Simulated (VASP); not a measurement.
Write the native input for VASP 6.6.1 that does the following.

```
Task                   : single point
Functional             : PBE
Potentials or basis    : VASP PAW PBE potentials, release 64 (Ta_pv, O)
Cutoff                 : 520 eV
k mesh                 : 6 × 6 × 4
Occupations            : gaussian, width 0.1 eV
Spin                   : no spin polarisation
Dipole correction      : no
Further INCAR settings : ALGO = Normal; EDIFF = 1e-06; NBANDS = 33
```

The structure of Ta4O lies in POSCAR:

```
Ta4O
1.0
    3.2499405555      0.0000274968     -0.0000367032
    0.0000274968      3.2493397446      0.0001053352
   -0.0000834832      0.0002395902      7.4194448286
Ta O
4 1
Direct
   -0.0238203597     -0.0124984635      0.4866829032
    0.4761908789      0.4875079699      0.7685555347
    0.4761982738      0.4874902209      0.2048239073
   -0.0238037501     -0.0125018715     -0.0133107492
    0.4761771626      0.4875025030      0.4866864692
```

The input as run:

INCAR

```
PREC = Accurate
ENCUT = 520
EDIFF = 1E-6
ISMEAR = 0
SIGMA = 0.1
LREAL = False
LASPH = True
NELM = 80
ALGO = Normal
ISIF = 2
LWAVE = False
LCHARG = False
GGA = PE
NBANDS = 33
```

KPOINTS

```
Automatic mesh
0
Gamma
  6 6 4
```

Potentials or basis: VASP PAW PBE potentials, release 64 (Ta_pv, O).

The run is started by

```sh
$ cat potpaw_PBE.64/Ta_pv/POTCAR potpaw_PBE.64/O/POTCAR > POTCAR
$ mpirun -np 1 vasp_std > vasp.out
```

Results of the run:

The pressure is 0.3 GPa. The largest force is 0.036 eV/Å and the band gap on the k mesh is zero (band 25 reaches 6.69 eV, above the bottom of band 26 at 6.29 eV).

Caveat: spin-orbit coupling is left out, which moves the levels of the heavy elements.

Wall time 66 s on 1 thread of Intel(R) Xeon(R) 6975P-C (Granite Rapids), on a shared host, peak memory 0.28 GiB.
